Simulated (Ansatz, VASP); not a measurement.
**Al2Pt: VASP beside Ansatz**

Contents of INCAR:

```
SYSTEM = Al2Pt
ALGO = Normal
EDIFF = 1E-6
ENCUT = 520
GGA = PS
ISIF = 2
ISMEAR = -1
LASPH = .TRUE.
LCHARG = .FALSE.
LREAL = .FALSE.
LWAVE = .FALSE.
NBANDS = 15
NELM = 80
PREC = Accurate
SIGMA = 0.05
```

File KPOINTS:

```
k-points
0
G
  8 8 8
  0 0 0
```

The input POSCAR:

```
Al2Pt
1.0
    0.0000000000      2.8946769513      2.8946769513
    2.8946769513      0.0000000000      2.8946769513
    2.8946769513      2.8946769513      0.0000000000
Pt Al
1 2
Direct
    0.0000000000      0.0000000000      0.0000000000
    0.7500000000      0.7500000000      0.7500000000
    0.2500000000      0.2500000000      0.2500000000
```

File input.yaml:

```yaml
crystal:
  lattice:
    - [0.0, 2.8946769513, 2.8946769513]
    - [2.8946769513, 0.0, 2.8946769513]
    - [2.8946769513, 2.8946769513, 0.0]
  atoms:
    - { symbol: Pt, position: [0.0, 0.0, 0.0] }
    - { symbol: Al, position: [0.75, 0.75, 0.75] }
    - { symbol: Al, position: [0.25, 0.25, 0.25] }
hamiltonian:
  xc: pbesol
  pseudopotentials: { kind: paw }
kpoints:
  mp_grid: { grid: [8, 8, 8] }
scf:
  occupations: { method: fermi_dirac, width: 0.05 }
output:
  forces: true
  stress: true
  eigenvalues: true
```

Alike in both runs: task single point; functional PBEsol; k mesh 8 × 8 × 8; occupations fermi-dirac, width 0.05 eV; no spin polarisation.

|  | VASP | Ansatz |
| --- | --- | --- |
| version | VASP 6.6.1 | Ansatz 0.2.0 |
| potentials or method | VASP PAW PBE potentials, release 64 (Pt, Al) | Ansatz PAW |
| plane-wave cutoff (eV) | 520 | 420 |
| valence electrons in the cell | 16 | 24 |

```csv
,VASP,Ansatz,Ansatz less VASP
gap on the k mesh at the Fermi level (eV),none,none,-
pressure (GPa),8.6,8.6,0.00
```

VASP's potentials were made for PBE, not for PBEsol. A gap of «none» marks a metal or a gap that the smearing closes. VASP's potentials hold 16 valence electrons a cell and Ansatz's 24, so a difference there can come from the potentials and not from the codes.

Neither program's run includes spin-orbit coupling.
